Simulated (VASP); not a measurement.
Here is a VASP 6.6.1 calculation.

INCAR

```
ALGO = Normal ; EDIFF = 1E-6
ENCUT = 500 ; GGA = PE
GGA_COMPAT = False ; ISIF = 2
ISMEAR = 0 ; ISPIN = 2
LASPH = True ; LCHARG = True
LELF = True ; LMAXMIX = 6
LORBIT = 11 ; LREAL = False
LVHAR = True ; LWAVE = False
MAGMOM = 0 1.1 ; NBANDS = 22
NELM = 200 ; PREC = Accurate
SIGMA = 0.1
```

The input KPOINTS:

```
k-points
0
Gamma
  16 16 16
```

Contents of POSCAR:

```
TbMo
1.0
    3.5081989894      0.0000000000      0.0000000000
    0.0000000000      3.5081989894      0.0000000000
    0.0000000000      0.0000000000      3.5081989894
Tb Mo
1 1
Direct
    0.5000000000      0.5000000000      0.5000000000
    0.0000000000      0.0000000000      0.0000000000
```

Potentials or basis: VASP PAW PBE potentials, release 64 (Tb_3, Mo_sv), 4f in core.

Run with:

```console
$ cat potpaw_PBE.64/Tb_3/POTCAR potpaw_PBE.64/Mo_sv/POTCAR > POTCAR
$ mpirun -np 1 vasp_std > vasp.out
```

Q: Predict the pressure.

A: 0.5 GPa.

Q: Predict the site moments.

A: Tb +0.15; Mo +0.95 μB.

Q: What does it give for the net moment?

A: 1.26 μB per cell.

Caveat: the magnetic or orbital state may not be the lowest.
